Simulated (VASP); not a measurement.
# Ba (Im-3m) in VASP: a series of runs

Runs on Ba. Level: PBE. Tasks: single point, relaxation of cell and atoms.

All numbers are computed with VASP 6.6.1; they aren't measurements. Logs are shortened: lines on timing, memory, paths and dates and some standing lists are left out, and cuts for length are marked.

## Step 1: The cell of the first run

Symmetry: Im-3m, No. 229, cubic system. The conventional cell has a = 3.661 Å, b = 3.661 Å, c = 3.661 Å, α = 90.00°, β = 90.00°, γ = 90.00°. Ba (site symmetry m-3m) has 14 Ba at 3.17 to 3.66 Å within 4.2 Å.

## Step 2: Single point, PBE

Input file INCAR:

```
SYSTEM = Ba
PREC = Accurate
ENCUT = 500
EDIFF = 1E-6
ISMEAR = 1
SIGMA = 0.05
LREAL = .FALSE.
LASPH = .TRUE.
NELM = 120
ALGO = Normal
ISIF = 2
LWAVE = .FALSE.
LCHARG = .FALSE.
GGA = PE
NBANDS = 11
GGA_COMPAT = .FALSE.
```

Input file KPOINTS:

```
regular mesh
0
G
  12 12 12
  0 0 0
```

Input file POSCAR:

```
Ba
1.0
   -1.8307448986      1.8307448986      1.8307448986
    1.8307448986     -1.8307448986      1.8307448986
    1.8307448986      1.8307448986     -1.8307448986
Ba
1
Direct
    0.0000000000      0.0000000000      0.0000000000
```

Potentials or basis: VASP PAW PBE potentials, release 64 (Ba_sv).

Started as:

```sh
$ cat potpaw_PBE.64/Ba_sv/POTCAR > POTCAR
$ mpirun -np 1 vasp_std > vasp.out
```

OUTCAR:

```text
SYSTEM = Ba
   PREC = Accurate
   ENCUT = 500
   EDIFF = 1E-6
   ISMEAR = 1
   LREAL = .FALSE.
   LASPH = .TRUE.
   NELM = 120
   ISIF = 2
   GGA = PE

 ion  position               nearest neighbor table
   1  0.000  0.000  0.000-

  LATTYP: Found a body centered cubic cell.
 ALAT       =     3.6614897972

  Lattice vectors:

 A1 = (  -1.8307448986,   1.8307448986,   1.8307448986)
 A2 = (   1.8307448986,  -1.8307448986,   1.8307448986)
 A3 = (   1.8307448986,   1.8307448986,  -1.8307448986)

Analysis of symmetry for initial positions (statically):
=====================================================================
 Subroutine PRICEL returns:
 Original cell was already a primitive cell.

 Routine SETGRP: Setting up the symmetry group for a
 body centered cubic supercell.

 Subroutine GETGRP returns: Found 48 space group operations
 (whereof 48 operations were pure point group operations)
 out of a pool of 48 trial point group operations.

The static configuration has the point symmetry O_h .

Analysis of symmetry for dynamics (positions and initial velocities):
=====================================================================
 Subroutine PRICEL returns:
 Original cell was already a primitive cell.

 Routine SETGRP: Setting up the symmetry group for a
 body centered cubic supercell.

 Subroutine GETGRP returns: Found 48 space group operations
 (whereof 48 operations were pure point group operations)
 out of a pool of 48 trial point group operations.

The dynamic configuration has the point symmetry O_h .

 Subroutine INISYM returns: Found 48 space group operations
 (whereof 48 operations are pure point group operations),
 and found     1 'primitive' translations

----------------------------------------------------------------------------------------

                                     Primitive cell

  volume of cell :      24.5439

  direct lattice vectors                    reciprocal lattice vectors
    -1.830744899  1.830744899  1.830744899     0.000000000  0.273112874  0.273112874
     1.830744899 -1.830744899  1.830744899     0.273112874  0.000000000  0.273112874
     1.830744899  1.830744899 -1.830744899     0.273112874  0.273112874  0.000000000

  length of vectors
     3.170943180  3.170943180  3.170943180     0.386239930  0.386239930  0.386239930

  position of ions in fractional coordinates (direct lattice)
     0.000000000  0.000000000  0.000000000

  ion indices of the primitive-cell ions
   primitive index   ion index
                 1           1

----------------------------------------------------------------------------------------

 KPOINTS: regular mesh

Automatic generation of k-mesh.
 Grid dimensions read from file:
 generate k-points for:   12   12   12

 Generating k-lattice:

  Cartesian coordinates                     Fractional coordinates (reciprocal lattice)
     0.000000000  0.022759406  0.022759406     0.083333333  0.000000000  0.000000000
     0.022759406  0.000000000  0.022759406     0.000000000  0.083333333  0.000000000
     0.022759406  0.022759406  0.000000000     0.000000000  0.000000000  0.083333333

  Length of vectors
     0.032186661  0.032186661  0.032186661

  Shift w.r.t. Gamma in fractional coordinates (k-lattice)
     0.000000000  0.000000000  0.000000000

 Subroutine IBZKPT returns following result:
 ===========================================

 Found     72 irreducible k-points:

 Following reciprocal coordinates:
            Coordinates               Weight
  0.000000  0.000000  0.000000      1.000000
  0.083333  0.000000  0.000000     12.000000
  0.166667  0.000000  0.000000     12.000000
  0.250000  0.000000  0.000000     12.000000
  0.333333  0.000000  0.000000     12.000000
  0.416667  0.000000  0.000000     12.000000
[... 16 lines left out ...]
  0.333333  0.083333  0.083333     24.000000
  0.416667  0.083333  0.083333     12.000000
 [... further k-points ...]
   k-points           NKPTS =     72   k-points in BZ     NKDIM =     72   number of bands    NBANDS=     11
   number of dos      NEDOS =    301   number of ions     NIONS =      1
   total plane-waves  NPLWV =  13824
   dimension x,y,z NGX =    24 NGY =   24 NGZ =   24
   dimension x,y,z NGXF=    48 NGYF=   48 NGZF=   48
   ions per type =               1
   NGX,Y,Z   is equivalent  to a cutoff of  12.58, 12.58, 12.58 a.u.
   NGXF,Y,Z  is equivalent  to a cutoff of  25.17, 25.17, 25.17 a.u.
 SYSTEM =  Ba
   PREC   = accura    normal or accurate (medium, high low for compatibility)
   ISTART =      0    job   : 0-new  1-cont  2-samecut
   ICHARG =      2    charge: 1-file 2-atom 10-const
   ISPIN  =      1    spin polarized calculation?
   LNONCOLLINEAR =      F non collinear calculations
   LSORBIT =      F    spin-orbit coupling
   LASPH  =      T    aspherical Exc in radial PAW
   ENCUT  =  500.0 eV  36.75 Ry    6.06 a.u.   5.78  5.78  5.78*2*pi/ulx,y,z
   NELM   =    120;   NELMIN=  2; NELMDL= -5     # of ELM steps
   EDIFF  = 0.1E-05   stopping-criterion for ELM
   LREAL  =      F    real-space projection
[... 7 lines left out ...]
   TEBEG  =    0.0;   TEEND  =   0.0 temperature during run
   PSTRESS=    0.0 pullay stress
   NELECT =      10.0000    total number of electrons
   NUPDOWN=      -1.0000    fix difference up-down
   EMIN   =  10.00;   EMAX   =-10.00  energy-range for DOS
   EFERMI =   0.00;   METHOD = LEGACY
   ISMEAR =     1;   SIGMA  =   0.05  broadening in eV -4-tet -1-fermi 0-gaus
   EFERMI_NEDOS =   21; number of points for ismear=-14 and -15
   IALGO  =     38    algorithm
   IMIX   =      4    mixing-type and parameters
     AMIX     =   0.40;   BMIX     =  1.00
     AMIX_MAG =   1.60;   BMIX_MAG =  1.00
  volume/ion in A,a.u.               =      24.54       165.63
  Fermi-wavevector in a.u.,A,eV,Ry     =   1.213651  2.293467 20.040671  1.472948
  Thomas-Fermi vector in A             =   2.349096
   LORBIT       =      0    0 simple, 1 ext, 2 COOP (PROOUT), +10 PAW based schemes
   GGA     = PE    functional components
   LHFCALC =     F    Hartree Fock is set to
   AEXX    =    0.0000 exact exchange contribution
   IVDW    =     0    specifies the selected vdW correction
   LEPSILON=     F    determine dielectric tensor
   LRPA    =     F    only Hartree local field effects (RPA)
 non-spin polarized calculation
 Methfessel and Paxton  Order N= 1 SIGMA  =   0.05
  energy-cutoff  :      500.00
  volume of cell :       24.54
 maximum number of plane-waves:       638
   NGX = 11   NGY = 11   NGZ = 11

 number of electron      10.0000001 magnetization

 Free energy of the ion-electron system (eV)
  ---------------------------------------------------
  ext. energy  EPLUGINS =         0.00000000
  ---------------------------------------------------
  free energy    TOTEN  =         0.23744418 eV

  energy without entropy =        0.23694124  energy(sigma->0) =        0.23727653

 E-fermi :   6.7670     XC(G=0): -11.1594

 val. band max:        6.7641763343   @ k =   0.3333   0.0833   0.0833
 cond. band min:       6.7833555995   @ k =  -0.4167   0.4167   0.0833
 fundamental gap:      0.0191792652
 Fermi energy:         6.7670444742

 k-point     1 :       0.0000    0.0000    0.0000
  band No.  band energies     occupation
      1     -22.7914      2.00000
      2      -4.6794      2.00000
      3      -4.6794      2.00000
      4      -4.6794      2.00000
      5       5.7749      2.00000
      6       9.1705      0.00000
      7       9.1705      0.00000
      8       9.1705      0.00000
      9      12.4079      0.00000
     10      12.4079      0.00000
     11      16.2591      0.00000

 k-point     2 :       0.0833    0.0000    0.0000
  band No.  band energies     occupation
      1     -22.7148      2.00000
      2      -5.1447      2.00000
      3      -4.8113      2.00000
      4      -4.6934      2.00000
      5       6.2193      2.00000
      6       8.8361      0.00000
      7       9.0810      0.00000
      8       9.6036      0.00000
      9      11.7543      0.00000
     10      12.2840      0.00000
     11      16.7898      0.00000

 k-point     3 :       0.1667    0.0000    0.0000
  band No.  band energies     occupation
      1     -22.4970      2.00000
      2      -6.2655      2.00000
      3      -5.1478      2.00000
      4      -4.7322      2.00000
      5       6.7283      1.96719
      6       8.1010      0.00000
      7       9.1476      0.00000
      8      10.8394      0.00000
      9      11.5232      0.00000
     10      12.1462      0.00000
     11      18.0687      0.00000

 k-point     4 :       0.2500    0.0000    0.0000
  band No.  band energies     occupation
      1     -22.1767      2.00000
      2      -7.5840      2.00000
      3      -5.5613      2.00000
      4      -4.7866      2.00000
      5       6.1082      2.00000
      6       7.3331     -0.00000
      7      10.2892      0.00000
      8      12.2733      0.00000
      9      12.3283      0.00000
     10      12.7350      0.00000
     11      19.2273      0.00000
[... 239 lines left out ...]
 k-point    22 :       0.2500    0.0833    0.0833
  band No.  band energies     occupation
      1     -21.7445      2.00000
      2      -8.7733      2.00000
      3      -6.1997      2.00000
      4      -5.2922      2.00000
      5       6.2808      2.00000
      6       6.9806     -0.00000
      7      10.8119      0.00000
      8      12.9756      0.00000
      9      13.2641      0.00000
     10      17.2727      0.00000
     11      18.7927      0.00000

 k-point    23 :       0.3333    0.0833    0.0833
  band No.  band energies     occupation
      1     -21.4871      2.00000
      2      -9.4154      2.00000
      3      -6.5983      2.00000
      4      -5.3764      2.00000
      5       5.8076      2.00000
      6       6.7642      1.09691
      7      12.5280      0.00000
      8      13.7870      0.00000
      9      14.0353      0.00000
     10      17.3232      0.00000
     11      18.6608      0.00000

 k-point    24 :       0.4167    0.0833    0.0833
  band No.  band energies     occupation
      1     -21.3877      2.00000
      2      -9.6499      2.00000
      3      -6.7377      2.00000
      4      -5.4071      2.00000
      5       5.6446      2.00000
      6       6.6925      2.05614
      7      13.6062      0.00000
      8      13.7815      0.00000
      9      14.6612      0.00000
     10      16.3621      0.00000
     11      19.4010      0.00000

 [... further k-points ...]

------------------------ aborting loop because EDIFF is reached ----------------------------------------

  FORCE on cell =-STRESS in cart. coord.  units (eV):
  Direction    XX          YY          ZZ          XY          YZ          ZX
  --------------------------------------------------------------------------------------
  -------------------------------------------------------------------------------------
  Total        5.4367757      5.4367757      5.4367757     -0.0000000     -0.0000000      0.0000000
  in kB      354.9020519    354.9020519    354.9020519     -0.0000000     -0.0000000      0.0000000
  external PRESSURE =     354.9020519 kB  Pullay stress =       0.0000000 kB

 VOLUME and BASIS-vectors are now :
 -----------------------------------------------------------------------------
  energy-cutoff  :      500.00
  volume of cell :       24.54
      direct lattice vectors                 reciprocal lattice vectors
    -1.830744899  1.830744899  1.830744899     0.000000000  0.273112874  0.273112874
     1.830744899 -1.830744899  1.830744899     0.273112874  0.000000000  0.273112874
     1.830744899  1.830744899 -1.830744899     0.273112874  0.273112874  0.000000000

 POSITION                                       TOTAL-FORCE (eV/Angst)
 -----------------------------------------------------------------------------------
      0.00000      0.00000      0.00000        -0.000000     -0.000000     -0.000000
 -----------------------------------------------------------------------------------
    total drift:                                0.000000     -0.000000     -0.000000

  FREE ENERGIE OF THE ION-ELECTRON SYSTEM (eV)
  ---------------------------------------------------
  free  energy   TOTEN  =         0.2374441812 eV

  energy  without entropy=        0.2369412380  energy(sigma->0) =        0.23727653
```

It took 5.4 s on 1 thread of Intel Xeon 6975P-C (Granite Rapids), shared host; peak memory 0.14 GiB.

Results:

```yaml
Free_energy: 0.2374 eV
Pressure: 35.5 GPa
Band_gap_on_the_k_mesh: zero (bands 5 and 6 overlap by 6.46 eV)
```

Caveat: the cell stands under pressure; spin-orbit coupling is left out, which moves the levels of the heavy elements.

## Step 3: Single point, PBE

This run uses another cell than the first one, of 28.71 Å³/atom.

Input file INCAR:

```
ALGO = Normal
EDIFF = 1E-6
ENCUT = 500
GGA = PE
GGA_COMPAT = False
ISIF = 2
ISMEAR = 1
LASPH = True
LCHARG = True
LELF = True
LREAL = False
LVHAR = True
LWAVE = False
NBANDS = 11
NELM = 120
PREC = Accurate
SIGMA = 0.05
```

Input file KPOINTS:

```
k-points
0
Gamma
  12 12 12
```

Input file POSCAR:

```
Ba
1.0
   -1.9289167637      1.9289167637      1.9289167637
    1.9289167637     -1.9289167637      1.9289167637
    1.9289167637      1.9289167637     -1.9289167637
Ba
1
Direct
    0.0000000000      0.0000000000      0.0000000000
```

Potentials or basis: VASP PAW PBE potentials, release 64 (Ba_sv).

Started as:

```sh
$ cat potpaw_PBE.64/Ba_sv/POTCAR > POTCAR
$ mpirun -np 1 vasp_std > vasp.out
```

OUTCAR:

```text
EDIFF = 1E-6
   ENCUT = 500
   GGA = PE
   ISIF = 2
   ISMEAR = 1
   LASPH = True
   LREAL = False
   NELM = 120
   PREC = Accurate

 ion  position               nearest neighbor table
   1  0.000  0.000  0.000-

  LATTYP: Found a body centered cubic cell.
 ALAT       =     3.8578335274

  Lattice vectors:

 A1 = (  -1.9289167637,   1.9289167637,   1.9289167637)
 A2 = (   1.9289167637,  -1.9289167637,   1.9289167637)
 A3 = (   1.9289167637,   1.9289167637,  -1.9289167637)

Analysis of symmetry for initial positions (statically):
=====================================================================
 Subroutine PRICEL returns:
 Original cell was already a primitive cell.

 Routine SETGRP: Setting up the symmetry group for a
 body centered cubic supercell.

 Subroutine GETGRP returns: Found 48 space group operations
 (whereof 48 operations were pure point group operations)
 out of a pool of 48 trial point group operations.

The static configuration has the point symmetry O_h .

Analysis of symmetry for dynamics (positions and initial velocities):
=====================================================================
 Subroutine PRICEL returns:
 Original cell was already a primitive cell.

 Routine SETGRP: Setting up the symmetry group for a
 body centered cubic supercell.

 Subroutine GETGRP returns: Found 48 space group operations
 (whereof 48 operations were pure point group operations)
 out of a pool of 48 trial point group operations.

The dynamic configuration has the point symmetry O_h .

 Subroutine INISYM returns: Found 48 space group operations
 (whereof 48 operations are pure point group operations),
 and found     1 'primitive' translations

----------------------------------------------------------------------------------------

[... 113 lines left out ...]
  Thomas-Fermi vector in A             =   2.288537
   LORBIT       =      0    0 simple, 1 ext, 2 COOP (PROOUT), +10 PAW based schemes
   GGA     = PE    functional components
   LHFCALC =     F    Hartree Fock is set to
   AEXX    =    0.0000 exact exchange contribution
   IVDW    =     0    specifies the selected vdW correction
   LEPSILON=     F    determine dielectric tensor
   LRPA    =     F    only Hartree local field effects (RPA)
 non-spin polarized calculation
 Methfessel and Paxton  Order N= 1 SIGMA  =   0.05
  energy-cutoff  :      500.00
  volume of cell :       28.71
 maximum number of plane-waves:       742
   NGX = 13   NGY = 13   NGZ = 13

 number of electron      10.0000000 magnetization

 number of electron       9.9999999 magnetization

 Free energy of the ion-electron system (eV)
  ---------------------------------------------------
  ext. energy  EPLUGINS =         0.00000000
  ---------------------------------------------------
  free energy    TOTEN  =        -0.51322107 eV

  energy without entropy =       -0.51267158  energy(sigma->0) =       -0.51303790

 E-fermi :   5.5791     XC(G=0): -10.4362

 val. band max:        5.5704534335   @ k =   0.3333   0.2500   0.0833
 cond. band min:       5.5851298083   @ k =   0.4167   0.0833   0.0000
 fundamental gap:      0.0146763748
 Fermi energy:         5.5790930539

 k-point     1 :       0.0000    0.0000    0.0000
  band No.  band energies     occupation
      1     -23.3881      2.00000
      2      -6.3929      2.00000
      3      -6.3929      2.00000
      4      -6.3929      2.00000
      5       3.7146      2.00000
      6       7.9434      0.00000
      7       7.9434      0.00000
      8       7.9434      0.00000
      9      10.7959      0.00000
     10      10.7959      0.00000
     11      14.6900      0.00000
[... 309 lines left out ...]
 k-point    24 :       0.4167    0.0833    0.0833
  band No.  band energies     occupation
      1     -22.5141      2.00000
      2      -9.9610      2.00000
      3      -7.8266      2.00000
      4      -6.8476      2.00000
      5       4.5073      2.00000
      6       5.6704     -0.02685
      7      10.8600      0.00000
      8      11.7888      0.00000
      9      12.6089      0.00000
     10      14.5248      0.00000
     11      16.7493      0.00000

 [... further k-points ...]

------------------------ aborting loop because EDIFF is reached ----------------------------------------

  FORCE on cell =-STRESS in cart. coord.  units (eV):
  Direction    XX          YY          ZZ          XY          YZ          ZX
  --------------------------------------------------------------------------------------
  -------------------------------------------------------------------------------------
  Total        4.0188282      4.0188282      4.0188282      0.0000000      0.0000000     -0.0000000
  in kB      224.2898225    224.2898225    224.2898225      0.0000000      0.0000000     -0.0000000
  external PRESSURE =     224.2898225 kB  Pullay stress =       0.0000000 kB

 VOLUME and BASIS-vectors are now :
 -----------------------------------------------------------------------------
  energy-cutoff  :      500.00
  volume of cell :       28.71
      direct lattice vectors                 reciprocal lattice vectors
    -1.928916764  1.928916764  1.928916764     0.000000000  0.259212844  0.259212844
     1.928916764 -1.928916764  1.928916764     0.259212844  0.000000000  0.259212844
     1.928916764  1.928916764 -1.928916764     0.259212844  0.259212844  0.000000000

 POSITION                                       TOTAL-FORCE (eV/Angst)
 -----------------------------------------------------------------------------------
      0.00000      0.00000      0.00000         0.000000     -0.000000     -0.000000
 -----------------------------------------------------------------------------------
    total drift:                                0.000000      0.000000      0.000000

  FREE ENERGIE OF THE ION-ELECTRON SYSTEM (eV)
  ---------------------------------------------------
  free  energy   TOTEN  =        -0.5132210657 eV

  energy  without entropy=       -0.5126715757  energy(sigma->0) =       -0.51303790
```

stdout:

```text
POSCAR found type information on POSCAR Ba
 POSCAR found :  1 types and       1 ions
 scaLAPACK will be used
 LDA part: xc-table for (Slater+PW92), standard interpolation
 POSCAR, INCAR and KPOINTS ok, starting setup
 FFT: planning ... GRIDC
 FFT: planning ... GRID_SOFT
 FFT: planning ... GRID
 WAVECAR not read
 entering main loop
```

It took 5.5 s on 1 thread of Intel Xeon 6975P-C (Granite Rapids), shared host; peak memory 0.15 GiB.

What came out:

| Property | Result |
| --- | --- |
| Free energy | -0.5132 eV |
| Pressure | 22.4 GPa |
| Band gap on the k mesh | zero (bands 5 and 6 overlap by 4.89 eV) |

Caveat: the cell stands under pressure; spin-orbit coupling is left out, which moves the levels of the heavy elements.

(Part 1 of 2 ends here.)

The gap in the log of VASP goes by the Fermi energy; the results here count the filled bands.